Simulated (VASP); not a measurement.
# NaGa2F3 (R-3m) in VASP: further runs, part 2 of 2

VASP 6.6.1. The steps go on from the part before.

## (3) Single point, PBE

This run uses another cell than the first one, of 17.83 Å³/atom.

Input file INCAR:

```
PREC = Accurate ; ENCUT = 520
EDIFF = 1E-6 ; ISMEAR = 0
SIGMA = 0.02 ; LREAL = False
LASPH = True ; NELM = 100
ALGO = Normal ; ISIF = 2
LWAVE = False ; LCHARG = False
GGA = PE ; NBANDS = 36
```

Input file KPOINTS:

```
regular mesh
0
Gamma
  6 6 6
```

Input file POSCAR:

```
NaGa2F3
1.0
    2.9831453976      1.7223197983      3.4703311248
   -2.9831453976      1.7223197983      3.4703311248
    0.0000000000     -3.4446395966      3.4703311248
Na Ga F
1 2 3
Direct
    0.0000000000      0.0000000000      0.0000000000
    0.7036056805      0.7036056805      0.7036056805
    0.2963943195      0.2963943195      0.2963943195
    0.0000000000      0.5000000000      0.0000000000
    0.5000000000      0.0000000000      0.0000000000
    0.0000000000      0.0000000000      0.5000000000
```

Potentials or basis: VASP PAW PBE potentials, release 64 (Na_pv, Ga_d, F).

Command:

```bash
cat potpaw_PBE.64/Na_pv/POTCAR potpaw_PBE.64/Ga_d/POTCAR potpaw_PBE.64/F/POTCAR > POTCAR
mpirun -np 1 vasp_std > vasp.out
```

Wall time 41 s (1 thread of Intel Xeon 6975P-C (Granite Rapids), shared host); peak memory 0.27 GiB.

It converged, with:

```
Free energy            : -24.1850 eV
Pressure               : 0.0 GPa
Largest force          : 0.055 eV/Å
Band gap on the k mesh : 1.73 eV (least direct gap 2.09 eV)
```

Forces in eV/Å, atoms in the order of the input:
```
Na   0.000  0.000  0.000
Ga   0.000  0.000 -0.055
Ga   0.000  0.000  0.055
F    0.000  0.000  0.000
F    0.000  0.000  0.000
F    0.000  0.000  0.000
```

Levels at points of the mesh, in eV from the valence-band top:
```csv
k point,band 25,band 26,band 27,band 28,band 29,band 30
"(0.00, 0.00, 0.00)",-4.26,-4.07,0.00,2.09,2.09,4.05
"(0.50, 0.00, 0.00)",-4.17,-2.47,-2.21,3.04,3.11,5.08
"(0.50, 0.50, 0.00)",-4.17,-2.14,-1.40,1.73,2.82,4.61
"(0.50, 0.50, 0.50)",-4.02,-2.37,-1.33,2.06,3.19,3.19
```

## (4) Relaxation of cell and atoms, PBE

Input file INCAR:

```
SYSTEM = NaGa2F3
  ALGO = Normal
  EDIFF = 1E-6
  EDIFFG = -0.01
  ENCUT = 600
  GGA = PE
  IBRION = 2
  ISIF = 3
  ISMEAR = 0
  LASPH = .TRUE.
  LCHARG = .FALSE.
  LREAL = .FALSE.
  LWAVE = .FALSE.
  NELM = 80
  NSW = 100
  PREC = Accurate
  SIGMA = 0.02
```

Input file KPOINTS:

```
k-points
0
G
  6 6 6
  0 0 0
```

Input file POSCAR:

```
NaGa2F3
1.0
    2.5820561600      1.4907508200      3.9506773000
   -2.5820561600      1.4907508200      3.9506773000
    0.0000000000     -2.9815016400      3.9506773000
Na Ga F
1 2 3
Direct
    0.0000000000      0.0000000000      0.0000000000
    0.6272294500      0.6272294500      0.6272294500
    0.3727705500      0.3727705500      0.3727705500
    0.0000000000      0.5000000000      0.0000000000
    0.5000000000      0.0000000000      0.0000000000
    0.0000000000      0.0000000000      0.5000000000
```

Command:

```bash
cat potpaw_PBE.64/Na_pv/POTCAR potpaw_PBE.64/Ga_d/POTCAR potpaw_PBE.64/F/POTCAR > POTCAR
mpirun -np 1 vasp_std > vasp.out
```

It took 15 min on 1 thread of Intel Xeon 6975P-C (Granite Rapids), shared host; peak memory 0.32 GiB.

The run converged. Its results:

| Quantity | Value |
| --- | --- |
| Free energy | -24.1538 eV |
| Relaxed volume | 17.31 Å³/atom |
| Relaxed cell | a = 4.836 Å, b = 4.836 Å, c = 4.836 Å, α = 75.49°, β = 75.49°, γ = 75.49° |
| Space group after relaxing (to 0.1 Å) | R-3m (No. 166) |
| Energy gained by relaxing | 607.3 meV/atom |
| Ionic steps | 25 |
| Pressure after relaxing | 0.0 GPa |
| Largest force after relaxing | 0.009 eV/Å |
| Band gap on the k mesh | 1.65 eV (least direct gap 2.00 eV) |

Forces in eV/Å, atoms in the order of the input:
```
Na   0.000  0.000  0.000
Ga   0.000  0.000  0.009
Ga   0.000  0.000 -0.009
F    0.000  0.000  0.000
F    0.000  0.000  0.000
F    0.000  0.000  0.000
```

Step by step:
| step | energy change (eV) | largest force (eV/Å) | pressure (GPa) | volume (Å³) |
| --- | --- | --- | --- | --- |
| 1 | 0.0000 | 0.0890 | -2.06 | 91.24 |
| 2 | -1.4273 | 1.0467 | -0.68 | 88.10 |
| 3 | -2.1045 | 2.2632 | 2.80 | 84.65 |
| 4 | -2.1341 | 3.1413 | 5.61 | 82.75 |
| 5 | -2.8845 | 1.9885 | 4.58 | 86.37 |
| 6 | -3.0080 | 0.7399 | 4.99 | 89.12 |
| 7 | -3.0298 | 1.0684 | 4.77 | 88.53 |
| 8 | -3.3865 | 0.7289 | 0.47 | 94.75 |
| 9 | -3.4499 | 0.7253 | -1.17 | 98.07 |
| 10 | -3.4575 | 0.7438 | -1.70 | 99.42 |
| 11 | -3.5378 | 0.4438 | -0.21 | 97.22 |
| 12 | -3.5633 | 0.1168 | 1.54 | 95.14 |
| 13 | -3.5962 | 0.0833 | 1.01 | 97.12 |
| 14 | -3.6342 | 0.0130 | 0.15 | 101.65 |
| 15 | -3.6397 | 0.0213 | -0.05 | 103.77 |
| 16 | -3.6396 | 0.0569 | -0.26 | 105.50 |
| 17 | -3.6400 | 0.0482 | -0.27 | 105.03 |
| 18 | -3.6400 | 0.0349 | -0.20 | 104.33 |
| 19 | -3.6401 | 0.0411 | -0.21 | 104.67 |
| 20 | -3.6437 | 0.0266 | -0.11 | 104.18 |
| 21 | -3.6437 | 0.0364 | -0.09 | 104.10 |
| 22 | -3.6437 | 0.0172 | 0.16 | 103.62 |
| 23 | -3.6439 | 0.0112 | -0.01 | 103.86 |
| 24 | -3.6439 | 0.0043 | 0.09 | 103.81 |
| 25 | -3.6439 | 0.0087 | 0.05 | 103.84 |

Final structure:
```yaml
crystal:
  lattice:
    - [2.96019, 1.70907, 3.42070]
    - [-2.96019, 1.70907, 3.42070]
    - [0.00000, -3.41813, 3.42070]
  atoms:
    - { symbol: Na, position: [0.00000, 0.00000, 0.00000] }
    - { symbol: Ga, position: [0.69949, 0.69949, 0.69949] }
    - { symbol: Ga, position: [0.30051, 0.30051, 0.30051] }
    - { symbol: F, position: [0.00000, 0.50000, 0.00000] }
    - { symbol: F, position: [0.50000, 0.00000, 0.00000] }
    - { symbol: F, position: [0.00000, 0.00000, 0.50000] }
```

Levels at points of the mesh, in eV from the valence-band top:
```csv
k point,band 25,band 26,band 27,band 28,band 29,band 30
"(0.00, 0.00, 0.00)",-4.27,-4.10,0.00,2.00,2.00,4.05
"(0.50, 0.00, 0.00)",-4.19,-2.52,-2.29,2.97,3.07,5.00
"(0.50, 0.50, 0.00)",-4.19,-2.15,-1.50,1.65,2.88,4.73
"(0.50, 0.50, 0.50)",-4.04,-2.43,-1.35,2.01,3.11,3.11
```

## (5) Relaxation of cell and atoms, PBE

This run uses another cell than the first one, of 17.83 Å³/atom.

Input file INCAR:

```
SYSTEM = NaGa2F3
PREC = Accurate ; ENCUT = 600
EDIFF = 1E-6 ; ISMEAR = 0
SIGMA = 0.02 ; LREAL = .False.
LASPH = .True. ; NELM = 60
ALGO = Normal ; ISIF = 3
LWAVE = .False. ; LCHARG = .False.
GGA = PE ; IBRION = 2
NSW = 100 ; EDIFFG = -0.01
```

Input file KPOINTS:

```
Automatic mesh
0
Gamma
  6 6 6
  0 0 0
```

Input file POSCAR:

```
NaGa2F3
1.0
    2.9831453976      1.7223197983      3.4703311248
   -2.9831453976      1.7223197983      3.4703311248
    0.0000000000     -3.4446395966      3.4703311248
Na Ga F
1 2 3
Direct
    0.0000000000      0.0000000000      0.0000000000
    0.7036056805      0.7036056805      0.7036056805
    0.2963943195      0.2963943195      0.2963943195
    0.0000000000      0.5000000000      0.0000000000
    0.5000000000      0.0000000000      0.0000000000
    0.0000000000      0.0000000000      0.5000000000
```

Command:

```bash
cat potpaw_PBE.64/Na_pv/POTCAR potpaw_PBE.64/Ga_d/POTCAR potpaw_PBE.64/F/POTCAR > POTCAR
mpirun -np 1 vasp_std > vasp.out
```

Run time: 10 min. Hardware: 1 thread of Intel Xeon 6975P-C (Granite Rapids), shared host; peak memory 0.32 GiB.

It converged, with:

| Item | Value |
| --- | --- |
| Free energy | -24.1933 eV |
| Relaxed volume | 17.46 Å³/atom |
| Relaxed cell | a = 4.835 Å, b = 4.835 Å, c = 4.835 Å, α = 76.36°, β = 76.36°, γ = 76.36° |
| Space group after relaxing (to 0.1 Å) | R-3m (No. 166) |
| Energy gained by relaxing | 0.5 meV/atom |
| Ionic steps | 19 |
| Pressure after relaxing | 0.0 GPa |
| Largest force after relaxing | 0.010 eV/Å |
| Band gap on the k mesh | 1.70 eV (least direct gap 2.09 eV) |

Forces on the atoms (eV/Å):
```
Na   0.000  0.000  0.000
Ga   0.000  0.000  0.010
Ga   0.000  0.000 -0.010
F    0.000  0.000  0.000
F    0.000  0.000  0.000
F    0.000  0.000  0.000
```

Stress tensor (GPa, compression positive):
```
 0.01  0.00  0.00
 0.00  0.01  0.00
 0.00  0.00 -0.06
```

Step by step:
| step | energy change (eV) | largest force (eV/Å) | pressure (GPa) | volume (Å³) |
| --- | --- | --- | --- | --- |
| 1 | 0.0000 | 0.0514 | -0.05 | 106.98 |
| 2 | -0.0003 | 0.0394 | -0.04 | 106.89 |
| 3 | -0.0005 | 0.0252 | -0.05 | 106.80 |
| 4 | -0.0007 | 0.0034 | -0.11 | 106.60 |
| 5 | -0.0010 | 0.0029 | -0.06 | 106.42 |
| 6 | -0.0014 | 0.0206 | 0.02 | 105.89 |
| 7 | -0.0013 | 0.0565 | 0.28 | 104.83 |
| 8 | -0.0016 | 0.0381 | 0.17 | 105.37 |
| 9 | -0.0017 | 0.0355 | 0.18 | 105.28 |
| 10 | -0.0021 | 0.0280 | 0.17 | 105.03 |
| 11 | -0.0025 | 0.0154 | 0.15 | 104.52 |
| 12 | -0.0020 | 0.0072 | 0.20 | 103.50 |
| 13 | -0.0025 | 0.0089 | 0.22 | 104.17 |
| 14 | -0.0029 | 0.0181 | 0.03 | 104.61 |
| 15 | -0.0029 | 0.0288 | -0.07 | 104.79 |
| 16 | -0.0029 | 0.0212 | 0.03 | 104.68 |
| 17 | -0.0029 | 0.0253 | -0.04 | 104.73 |
| 18 | -0.0029 | 0.0222 | -0.01 | 104.70 |
| 19 | -0.0031 | 0.0097 | -0.01 | 104.79 |

Final structure:
```
Na Ga F
1.0
     2.98868    1.72551    3.38665
    -2.98868    1.72551    3.38665
     0.00000   -3.45103    3.38665
Na Ga F
1 2 3
Direct
  0.00000 0.00000 0.00000
  0.69810 0.69810 0.69810
  0.30190 0.30190 0.30190
  0.00000 0.50000 0.00000
  0.50000 0.00000 0.00000
  0.00000 0.00000 0.50000
```

Levels at points of the mesh, in eV from the valence-band top:
| k point | band 24 | band 25 | band 26 | band 27 | band 28 | band 29 | band 30 | band 31 |
| --- | --- | --- | --- | --- | --- | --- | --- | --- |
| (0.00, 0.00, 0.00) | -4.21 | -4.21 | -4.04 | 0.00 | 2.09 | 2.09 | 3.96 | 5.89 |
| (0.50, 0.00, 0.00) | -4.52 | -4.13 | -2.46 | -2.25 | 3.07 | 3.08 | 4.91 | 5.48 |
| (0.50, 0.50, 0.00) | -4.55 | -4.13 | -2.09 | -1.52 | 1.70 | 2.93 | 4.75 | 4.77 |
| (0.50, 0.50, 0.50) | -4.28 | -3.97 | -2.49 | -1.25 | 2.00 | 3.15 | 3.15 | 4.37 |

## (6) Summary

```tsv
task	cell	cutoff (eV)	smearing	gap on the mesh (eV)	pressure (GPa)	relaxed volume (Å³/atom)	largest force (eV/Å)
single point	a = 4.949 Å, angles 62.9°, 6 atoms, atomic positions A	520	gaussian 0.1 eV	1.53	-2.0	-	0.09
single point	a = 4.890 Å, angles 75.2°, 6 atoms, atomic positions B	520	gaussian 0.02 eV	1.73	0.0	-	0.05
relaxation of cell and atoms	relaxed from a = 4.949 Å, angles 62.9°, 6 atoms, atomic positions A	600	gaussian 0.02 eV	1.65	0.0	17.31	0.01
relaxation of cell and atoms	relaxed from a = 4.890 Å, angles 75.2°, 6 atoms, atomic positions B	600	gaussian 0.02 eV	1.70	0.0	17.46	0.01
```

Alike in all rows: level PBE; potentials or basis VASP PAW PBE potentials, release 64 (Na_pv, Ga_d, F); no spin polarisation; k mesh 6 × 6 × 6.

Total energies depend on the potentials used, so only differences within one code and one set of settings carry meaning.
